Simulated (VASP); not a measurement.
# HgTe (Fm-3m) in VASP: settings compared

HgTe is run at these levels: PBEsol+D4, PBEsol, LDA; tasks: single point.

Everything below comes from runs of VASP 6.6.1. Logs are shortened: lines on timing, memory, paths and dates and some standing lists are left out, and cuts for length are marked.

## 1. The cell of the first run

Symmetry: Fm-3m, No. 225, cubic system. The conventional cell has a = 6.360 Å, b = 6.360 Å, c = 6.360 Å, α = 90.00°, β = 90.00°, γ = 90.00°. Hg (site symmetry m-3m) has 6 Te at 3.18 Å within 4.2 Å. Te (site symmetry m-3m) has 6 Hg at 3.18 Å within 4.2 Å.

## 2. Single point, PBEsol+D4, non-collinear spin, typed start, spin-orbit coupling

INCAR reads:

```
SYSTEM = HgTe
ALGO     = Normal         ! electronic algorithm
EDIFF    = 1E-7           ! SCF threshold, eV
ENCUT    = 520            ! plane-wave cutoff, eV
GGA      = PS             ! functional
GGA_COMPAT= .False.      
ISIF     = 2              ! what is computed and relaxed
ISMEAR   = -5             ! smearing method
IVDW     = 13             ! dispersion correction
LASPH    = .True.         ! aspherical terms in the spheres
LCHARG   = .False.        ! write CHGCAR
LORBIT   = 11             ! projections on sites
LORBMOM  = .True.       
LREAL    = .False.        ! projectors in reciprocal space
LSORBIT  = .True.         ! spin-orbit coupling
LWAVE    = .False.        ! write WAVECAR
MAGMOM   = 0.289 0.289 0.289 0 0 0 ! initial moments
NBANDS   = 30             ! bands
NELM     = 150            ! most SCF steps
PREC     = Accurate       ! precision mode
SIGMA    = 0.05           ! smearing width, eV
```

KPOINTS reads:

```
k-points
0
Gamma
  7 7 7
  0 0 0
```

POSCAR reads:

```
HgTe
1.0
    0.0000000000      3.1800000000      3.1800000000
    3.1800000000      0.0000000000      3.1800000000
    3.1800000000      3.1800000000      0.0000000000
Hg Te
1 1
Direct
    0.0000000000      0.0000000000      0.0000000000
    0.5000000000      0.5000000000      0.5000000000
```

Potentials or basis: VASP PAW PBE potentials, release 64 (Hg, Te).

Started as:

```
$ cat potpaw_PBE.64/Hg/POTCAR potpaw_PBE.64/Te/POTCAR > POTCAR
$ mpirun -np 1 vasp_ncl > vasp.out
```

OUTCAR:

```text
SYSTEM = HgTe
   EDIFF = 1E-7
   ENCUT = 520
   GGA = PS
   ISIF = 2
   ISMEAR = -5
   IVDW = 13
   LASPH = .True.
   LORBIT = 11
   LREAL = .False.
   LSORBIT = .True.
   NELM = 150
   PREC = Accurate

 ion  position               nearest neighbor table
   1  0.000  0.000  0.000-   2 3.18   2 3.18   2 3.18   2 3.18   2 3.18   2 3.18
   2  0.500  0.500  0.500-   1 3.18   1 3.18   1 3.18   1 3.18   1 3.18   1 3.18

  LATTYP: Found a face centered cubic cell.
 ALAT       =     6.3600000000

  Lattice vectors:

 A1 = (   0.0000000000,   3.1800000000,   3.1800000000)
 A2 = (   3.1800000000,   0.0000000000,   3.1800000000)
 A3 = (   3.1800000000,   3.1800000000,   0.0000000000)

Analysis of symmetry for initial positions (statically):
=====================================================================
 Subroutine PRICEL returns:
 Original cell was already a primitive cell.

 Routine SETGRP: Setting up the symmetry group for a
 face centered cubic supercell.

 Subroutine GETGRP returns: Found 48 space group operations
 (whereof 48 operations were pure point group operations)
 out of a pool of 48 trial point group operations.

The static configuration has the point symmetry O_h .

Analysis of symmetry for dynamics (positions and initial velocities):
=====================================================================
 Subroutine PRICEL returns:
 Original cell was already a primitive cell.

 Routine SETGRP: Setting up the symmetry group for a
 face centered cubic supercell.

 Subroutine GETGRP returns: Found 48 space group operations
 (whereof 48 operations were pure point group operations)
 out of a pool of 48 trial point group operations.

The dynamic configuration has the point symmetry O_h .

Analysis of structural, dynamic, and magnetic symmetry:
=====================================================================
 Subroutine PRICEL returns:
 Original cell was already a primitive cell.

 Routine SETGRP: Setting up the symmetry group for a
 face centered cubic supercell.

 Subroutine GETGRP returns: Found  6 space group operations
 (whereof  6 operations were pure point group operations)
 out of a pool of 48 trial point group operations.

The overall configuration has the point symmetry S_6 .

 Subroutine INISYM returns: Found  6 space group operations
 (whereof  6 operations are pure point group operations),
 and found     1 'primitive' translations

----------------------------------------------------------------------------------------

                                     Primitive cell

  volume of cell :      64.3149

  direct lattice vectors                    reciprocal lattice vectors
     0.000000000  3.180000000  3.180000000    -0.157232704  0.157232704  0.157232704
     3.180000000  0.000000000  3.180000000     0.157232704 -0.157232704  0.157232704
     3.180000000  3.180000000  0.000000000     0.157232704  0.157232704 -0.157232704

  length of vectors
     4.497199128  4.497199128  4.497199128     0.272335033  0.272335033  0.272335033

  position of ions in fractional coordinates (direct lattice)
     0.000000000  0.000000000  0.000000000
     0.500000000  0.500000000  0.500000000

  ion indices of the primitive-cell ions
   primitive index   ion index
                 1           1
                 2           2

----------------------------------------------------------------------------------------

 KPOINTS: k-points

Automatic generation of k-mesh.
 Grid dimensions read from file:
 generate k-points for:    7    7    7

 Generating k-lattice:

  Cartesian coordinates                     Fractional coordinates (reciprocal lattice)
    -0.022461815  0.022461815  0.022461815     0.142857143  0.000000000  0.000000000
     0.022461815 -0.022461815  0.022461815     0.000000000  0.142857143  0.000000000
     0.022461815  0.022461815 -0.022461815     0.000000000  0.000000000  0.142857143

  Length of vectors
     0.038905005  0.038905005  0.038905005

[... 96 lines left out ...]

 Free energy of the ion-electron system (eV)
  ---------------------------------------------------
  ext. energy  EPLUGINS =         0.00000000
  ---------------------------------------------------
  free energy    TOTEN  =        -4.37297588 eV

  energy without entropy =       -4.37297588  energy(sigma->0) =       -4.37297588

 E-fermi :   2.9138     XC(G=0):  -9.4569

 val. band max:        3.0105258166   @ k =  -0.1429   0.1429   0.0000
 cond. band min:       2.6301911274   @ k =   0.4286   0.1429   0.4286
 fundamental gap:     -0.3803346892
 Fermi energy:         2.9137521483

 k-point     1 :       0.0000    0.0000    0.0000
  band No.  band energies     occupation
      1      -8.3336      1.00000
      2      -8.3303      1.00000
      3      -4.3881      1.00000
      4      -4.3881      1.00000
      5      -4.3880      1.00000
      6      -4.3879      1.00000
[... 781 lines left out ...]
     29      11.6715      0.00000
     30      11.6724      0.00000

 [... further k-points ...]

------------------------ aborting loop because EDIFF is reached ----------------------------------------

  DFT-D4 for vdW energy calculation

  Edisp (eV):   -0.47471

  FORCE on cell =-STRESS in cart. coord.  units (eV):
  Direction    XX          YY          ZZ          XY          YZ          ZX
  --------------------------------------------------------------------------------------
  -------------------------------------------------------------------------------------
  Total      -2.94597    -2.94597    -2.94597    -0.00002    -0.00002    -0.00002
  in kB     -73.38848   -73.38848   -73.38848    -0.00042    -0.00042    -0.00042
  external pressure =      -73.39 kB  Pullay stress =        0.00 kB

 VOLUME and BASIS-vectors are now :
 -----------------------------------------------------------------------------
  energy-cutoff  :      520.00
  volume of cell :       64.31
      direct lattice vectors                 reciprocal lattice vectors
     0.000000000  3.180000000  3.180000000    -0.157232704  0.157232704  0.157232704
     3.180000000  0.000000000  3.180000000     0.157232704 -0.157232704  0.157232704
     3.180000000  3.180000000  0.000000000     0.157232704  0.157232704 -0.157232704

 POSITION                                       TOTAL-FORCE (eV/Angst)
 -----------------------------------------------------------------------------------
      0.00000      0.00000      0.00000        -0.000000      0.000000     -0.000000
      3.18000      3.18000      3.18000         0.000000      0.000000      0.000000
 -----------------------------------------------------------------------------------
    total drift:                               -0.000000      0.000000      0.000000

  FREE ENERGIE OF THE ION-ELECTRON SYSTEM (eV)
  ---------------------------------------------------
  free  energy   TOTEN  =        -4.8476882903 eV

  energy  without entropy=       -4.8476882903  energy(sigma->0) =       -4.84768829

 orbital moment (x)

 # of ion     p       d       tot
 ----------------------------------------
  1        -0.000  -0.000  -0.000
  2        -0.001   0.000  -0.001
 ----------------------------------------
           -0.001  -0.000  -0.001

 orbital moment (y)

 # of ion     p       d       tot
 ----------------------------------------
  1        -0.000  -0.000  -0.000
  2        -0.001   0.000  -0.001
 ----------------------------------------
           -0.001  -0.000  -0.001

 orbital moment (z)

 # of ion     p       d       tot
 ----------------------------------------
  1        -0.000  -0.000  -0.000
  2        -0.001   0.000  -0.001
 ----------------------------------------
           -0.001  -0.000  -0.001

 Spin-Orbit-Coupling matrix elements

 Ion:    1  E_soc:     -0.5211661
 l=   1
     0.0000000    -0.0215310    -0.0215310
    -0.0215310     0.0000000    -0.0215310
    -0.0215310    -0.0215310     0.0000000
 l=   2
     0.0000000    -0.0133907     0.0000000    -0.0133907    -0.0519394
    -0.0133907     0.0000000    -0.0389546    -0.0133907    -0.0129849
     0.0000000    -0.0389546     0.0000000    -0.0389546     0.0000000
    -0.0133907    -0.0133907    -0.0389546     0.0000000    -0.0129849
    -0.0519394    -0.0129849     0.0000000    -0.0129849     0.0000000
 l=   3
     0.0000000     0.0000000     0.0000000     0.0000000     0.0000000     0.0000000     0.0000000
     0.0000000     0.0000000     0.0000000     0.0000000     0.0000000     0.0000000     0.0000000
     0.0000000     0.0000000     0.0000000     0.0000000     0.0000000     0.0000000     0.0000000
     0.0000000     0.0000000     0.0000000     0.0000000     0.0000000     0.0000000     0.0000000
     0.0000000     0.0000000     0.0000000     0.0000000     0.0000000     0.0000000     0.0000000
     0.0000000     0.0000000     0.0000000     0.0000000     0.0000000     0.0000000     0.0000000
     0.0000000     0.0000000     0.0000000     0.0000000     0.0000000     0.0000000     0.0000000

 Ion:    2  E_soc:     -0.2879672
 l=   1
     0.0000000    -0.0479238    -0.0479238
    -0.0479238     0.0000000    -0.0479238
    -0.0479238    -0.0479238     0.0000000
 l=   2
     0.0000000    -0.0000056     0.0000000    -0.0000056    -0.0000652
    -0.0000056     0.0000000    -0.0000489    -0.0000056    -0.0000163
     0.0000000    -0.0000489     0.0000000    -0.0000489     0.0000000
    -0.0000056    -0.0000056    -0.0000489     0.0000000    -0.0000163
    -0.0000652    -0.0000163     0.0000000    -0.0000163     0.0000000
 l=   3
     0.0000000     0.0000000     0.0000000     0.0000000     0.0000000     0.0000000     0.0000000
     0.0000000     0.0000000     0.0000000     0.0000000     0.0000000     0.0000000     0.0000000
     0.0000000     0.0000000     0.0000000     0.0000000     0.0000000     0.0000000     0.0000000
     0.0000000     0.0000000     0.0000000     0.0000000     0.0000000     0.0000000     0.0000000
     0.0000000     0.0000000     0.0000000     0.0000000     0.0000000     0.0000000     0.0000000
     0.0000000     0.0000000     0.0000000     0.0000000     0.0000000     0.0000000     0.0000000
     0.0000000     0.0000000     0.0000000     0.0000000     0.0000000     0.0000000     0.0000000

 total charge

# of ion       s       p       d       tot
------------------------------------------
    1        0.758   0.247   9.351  10.355
    2        1.404   1.832   0.021   3.258
--------------------------------------------------
tot          2.162   2.079   9.372  13.613

 magnetization (x)

# of ion       s       p       d       tot
------------------------------------------
    1        0.000  -0.000  -0.000  -0.000
    2       -0.000  -0.002  -0.000  -0.002
--------------------------------------------------
tot          0.000  -0.002  -0.000  -0.002

 magnetization (y)

# of ion       s       p       d       tot
------------------------------------------
    1        0.000  -0.000  -0.000  -0.000
    2       -0.000  -0.002  -0.000  -0.002
--------------------------------------------------
tot          0.000  -0.002  -0.000  -0.002

 magnetization (z)

# of ion       s       p       d       tot
------------------------------------------
    1        0.000  -0.000  -0.000  -0.000
    2       -0.000  -0.002  -0.000  -0.002
--------------------------------------------------
tot          0.000  -0.002  -0.000  -0.002
```

Wall time 2.4 min (1 thread of Intel Xeon 6975P-C (Granite Rapids), shared host); peak memory 0.48 GiB.

What came out:

```yaml
Free_energy: -4.8477 eV
Pressure: -7.3 GPa
Net_moment: 0.01 μB per cell
Valence_electrons_inside_the_program's_atomic_spheres: Hg 10.36; Te 3.26
Dispersion_energy_per_atom: -0.237 eV
```

Moments on the atoms (μB; x, y, z):
```
Hg  0.00 0.00 0.00
Te  0.00 0.00 0.00
```

Caveat: the PAW data sets were made with another functional, which shifts forces and pressure a little.

## 3. Single point, PBEsol

This run uses another cell than the first one, of 32.80 Å³/atom, 1.020 times its volume.

INCAR reads:

```
  PREC = Accurate
  ENCUT = 520
  EDIFF = 1E-6
  ISMEAR = -1
  SIGMA = 0.05
  LREAL = False
  LASPH = True
  NELM = 60
  ALGO = Normal
  ISIF = 2
  LWAVE = False
  LCHARG = False
  GGA = PS
  NBANDS = 16
```

KPOINTS reads:

```
Automatic mesh
0
Gamma
  7 7 7
```

POSCAR reads:

```
HgTe
1.0
    0.0000000000      3.2010602164      3.2010602164
    3.2010602164      0.0000000000      3.2010602164
    3.2010602164      3.2010602164      0.0000000000
Hg Te
1 1
Direct
    0.0000000000      0.0000000000      0.0000000000
    0.5000000000      0.5000000000      0.5000000000
```

Potentials or basis: VASP PAW PBE potentials, release 64 (Hg, Te).

Started as:

```
$ cat potpaw_PBE.64/Hg/POTCAR potpaw_PBE.64/Te/POTCAR > POTCAR
$ mpirun -np 1 vasp_std > vasp.out
```

Wall time 22 s (1 thread of Intel Xeon Platinum 8259CL at 2.50GHz (Skylake/Cascade Lake), shared host); peak memory 0.21 GiB.

It converged, with:

```yaml
Free_energy: -3.9329 eV
Pressure: -6.8 GPa
Band_gap_on_the_k_mesh: zero (band 9 reaches 2.90 eV, above the bottom of band 10 at 1.04 eV)
```

Levels at points of the mesh, in eV from the Fermi level:
| k point | band 6 | band 7 | band 8 | band 9 | band 10 | band 11 | band 12 | band 13 |
| --- | --- | --- | --- | --- | --- | --- | --- | --- |
| (0.00, 0.00, 0.00) | -6.17 | -1.52 | -0.54 | -0.54 | -0.54 | 7.35 | 7.35 | 7.35 |

Caveat: the PAW data sets were made with another functional, which shifts forces and pressure a little; spin-orbit coupling is left out, which moves the levels of the heavy elements.

## 4. Single point, PBEsol

This run uses another cell than the first one, of 33.44 Å³/atom, 1.040 times its volume.

INCAR reads:

```
PREC = Accurate
ENCUT = 520
EDIFF = 1E-6
ISMEAR = -1
SIGMA = 0.05
LREAL = F
LASPH = T
NELM = 80
ALGO = Normal
ISIF = 2
LWAVE = F
LCHARG = F
GGA = PS
NBANDS = 16
```

KPOINTS is that of step 3.

POSCAR reads:

```
HgTe
1.0
    0.0000000000      3.2218469041      3.2218469041
    3.2218469041      0.0000000000      3.2218469041
    3.2218469041      3.2218469041      0.0000000000
Hg Te
1 1
Direct
    0.0000000000      0.0000000000      0.0000000000
    0.5000000000      0.5000000000      0.5000000000
```

Started as:

```
$ cat potpaw_PBE.64/Hg/POTCAR potpaw_PBE.64/Te/POTCAR > POTCAR
$ mpirun -np 1 vasp_std > vasp.out
```

Run time: 21 s. Hardware: 1 thread of Intel Xeon Platinum 8259CL at 2.50GHz (Skylake/Cascade Lake), shared host; peak memory 0.21 GiB.

The run converged. Its results:

```
Free energy            : -3.8777 eV
Pressure               : -7.1 GPa
Band gap on the k mesh : zero (band 9 reaches 2.71 eV, above the bottom of band 10 at 0.92 eV)
```

Levels at points of the mesh, in eV from the Fermi level:
```
           k point  band 5  band 6  band 7  band 8  band 9  band 10  band 11  band 12  band 13  band 14
(0.00, 0.00, 0.00)   -6.11   -6.11   -1.57   -0.51   -0.51    -0.51     7.30     7.30     7.30     7.47
```

Caveat: the PAW data sets were made with another functional, which shifts forces and pressure a little; spin-orbit coupling is left out, which moves the levels of the heavy elements.

## 5. Single point, LDA

This run uses another cell than the first one, of 34.09 Å³/atom, 1.060 times its volume.

INCAR reads:

```
PREC = Accurate ; ENCUT = 520
EDIFF = 1E-6 ; ISMEAR = -1
SIGMA = 0.05 ; LREAL = False
LASPH = True ; NELM = 100
ALGO = Normal ; ISIF = 2
LWAVE = False ; LCHARG = True
LELF = True ; LVHAR = True
NBANDS = 16
```

KPOINTS reads:

```
regular mesh
0
Gamma
  7 7 7
```

POSCAR reads:

```
HgTe
1.0
    0.0000000000      3.2423687753      3.2423687753
    3.2423687753      0.0000000000      3.2423687753
    3.2423687753      3.2423687753      0.0000000000
Hg Te
1 1
Direct
    0.0000000000      0.0000000000      0.0000000000
    0.5000000000      0.5000000000      0.5000000000
```

Potentials or basis: VASP PAW LDA potentials, release 64 (Hg, Te).

Started as:

```
$ cat potpaw_LDA.64/Hg/POTCAR potpaw_LDA.64/Te/POTCAR > POTCAR
$ mpirun -np 1 vasp_std > vasp.out
```

Wall time 20 s (1 thread of Intel Xeon Platinum 8259CL at 2.50GHz (Skylake/Cascade Lake), shared host); peak memory 0.17 GiB.

Results (log left out):

```yaml
Free_energy: -4.3975 eV
Pressure: -8.5 GPa
Band_gap_on_the_k_mesh: zero (band 9 reaches 2.48 eV, above the bottom of band 10 at 0.76 eV)
```

Levels at points of the mesh, in eV from the Fermi level:
| k point | band 6 | band 7 | band 8 | band 9 | band 10 | band 11 | band 12 | band 13 |
| --- | --- | --- | --- | --- | --- | --- | --- | --- |
| (0.00, 0.00, 0.00) | -6.08 | -1.66 | -0.49 | -0.49 | -0.49 | 7.20 | 7.20 | 7.20 |

Caveat: spin-orbit coupling is left out, which moves the levels of the heavy elements.

## 6. Single point, PBEsol

This run uses another cell than the first one, of 34.09 Å³/atom, 1.060 times its volume.

INCAR reads:

```
SYSTEM = HgTe
  ALGO = Normal
  EDIFF = 1E-6
  ENCUT = 520
  GGA = PS
  ISIF = 2
  ISMEAR = -1
  LASPH = .TRUE.
  LCHARG = .FALSE.
  LREAL = .FALSE.
  LWAVE = .FALSE.
  NBANDS = 16
  NELM = 60
  PREC = Accurate
  SIGMA = 0.05
```

KPOINTS reads:

```
k-points
0
G
  7 7 7
  0 0 0
```

POSCAR is that of step 5.

Potentials or basis: VASP PAW PBE potentials, release 64 (Hg, Te).

Started as:

```
$ cat potpaw_PBE.64/Hg/POTCAR potpaw_PBE.64/Te/POTCAR > POTCAR
$ mpirun -np 1 vasp_std > vasp.out
```

Wall time 20 s (1 thread of Intel Xeon Platinum 8259CL at 2.50GHz (Skylake/Cascade Lake), shared host); peak memory 0.21 GiB.

Results (log left out):

```
Free energy            : -3.8203 eV
Pressure               : -7.3 GPa
Band gap on the k mesh : zero (band 9 reaches 2.52 eV, above the bottom of band 10 at 0.80 eV)
```

Levels at points of the mesh, in eV from the Fermi level:
```
           k point  band 6  band 7  band 8  band 9  band 10  band 11  band 12  band 13
(0.00, 0.00, 0.00)   -6.05   -1.61   -0.49   -0.49    -0.49     7.26     7.26     7.26
```

Caveat: the PAW data sets were made with another functional, which shifts forces and pressure a little; spin-orbit coupling is left out, which moves the levels of the heavy elements.

## 7. The runs side by side

```tsv
level	potentials or basis	spin	cell	smearing	gap on the mesh (eV)	pressure (GPa)
PBEsol+D4	VASP PAW PBE potentials, release 64 (Hg, Te)	non-collinear, typed start, SOC	a = 4.497 Å, angles 60.0°, 2 atoms	tetrahedron	-	-7.3
PBEsol	VASP PAW PBE potentials, release 64 (Hg, Te)	off	a = 4.527 Å, angles 60.0°, 2 atoms	fermi-dirac 0.05 eV	none	-6.8
PBEsol	VASP PAW PBE potentials, release 64 (Hg, Te)	off	a = 4.556 Å, angles 60.0°, 2 atoms	fermi-dirac 0.05 eV	none	-7.1
LDA	VASP PAW LDA potentials, release 64 (Hg, Te)	off	a = 4.585 Å, angles 60.0°, 2 atoms	fermi-dirac 0.05 eV	none	-8.5
PBEsol	VASP PAW PBE potentials, release 64 (Hg, Te)	off	a = 4.585 Å, angles 60.0°, 2 atoms	fermi-dirac 0.05 eV	none	-7.3
```

Alike in all rows: task single point; k mesh 7 × 7 × 7; cutoff (eV) 520.

Caveats: the PAW data sets were made with another functional, which shifts forces and pressure a little (some runs); spin-orbit coupling is left out, which moves the levels of the heavy elements (some runs).

Absolute energies hang on the potentials; compare differences alone.
